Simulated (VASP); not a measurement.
Write the native input for VASP 6.6.1 that does the following.

| Property | Result |
| --- | --- |
| Task | single point |
| Functional | PBE |
| Potentials or basis | VASP PAW PBE potentials, release 64 (Ti_sv, F, Tl_d) |
| Cutoff | 520 eV |
| k mesh | 6 × 6 × 6 |
| Occupations | fermi-dirac, width 0.1 eV |
| Spin | collinear spin, ferromagnetic start |
| Starting moments | [-0.05, 0.0, 0.0, 0.0, 0.0] μB |
| Dipole correction | no |
| Further INCAR settings | ALGO = Normal; EDIFF = 1e-07; NBANDS = 35 |

The structure of TiTlF3 lies in POSCAR:

```
TiTlF3
1.0
    4.3206898100      0.0000000000      0.0000000000
    0.0000000000      4.3206898100      0.0000000000
    0.0000000000      0.0000000000      4.3206898100
Ti F Tl
1 3 1
Direct
    0.0000000000      0.0000000000      0.0000000000
    0.5000000000      0.0000000000      0.0000000000
    0.0000000000      0.5000000000      0.0000000000
    0.0000000000      0.0000000000      0.5000000000
    0.5000000000      0.5000000000      0.5000000000
```

The input as run:

INCAR

```
PREC = Accurate ; ENCUT = 520
EDIFF = 1E-7 ; ISMEAR = -1
SIGMA = 0.1 ; LREAL = False
LASPH = True ; NELM = 150
ALGO = Normal ; ISIF = 2
LWAVE = False ; LCHARG = True
ISPIN = 2 ; MAGMOM = -0.05 0 0 0 0
LORBIT = 11 ; LMAXMIX = 4
GGA = PE ; LELF = True
LVHAR = True ; NBANDS = 35
```

KPOINTS

```
regular mesh
0
Gamma
  6 6 6
```

Potentials or basis: VASP PAW PBE potentials, release 64 (Ti_sv, F, Tl_d).

The run is started by

```console
$ cat potpaw_PBE.64/Ti_sv/POTCAR potpaw_PBE.64/F/POTCAR potpaw_PBE.64/Tl_d/POTCAR > POTCAR
$ mpirun -np 1 vasp_std > vasp.out
```

Results of the run:

```json
{"Pressure": "-3.5 GPa", "Band gap on the k mesh": "zero (filled and empty bands overlap)", "Net moment": "0.00 μB per cell", "Valence electrons inside the program's atomic spheres": "Ti 10.04; F 6.07; Tl 11.12"}
```

Caveat: spin-orbit coupling is left out, which moves the levels of the heavy elements; semilocal functionals often make such compounds metallic where correlation or magnetic order opens a gap, which also shifts bond lengths.

Wall time 4.6 min on 1 thread of AMD EPYC 7R43 64-Core Processor (Zen 3), on a shared host, peak memory 0.23 GiB.
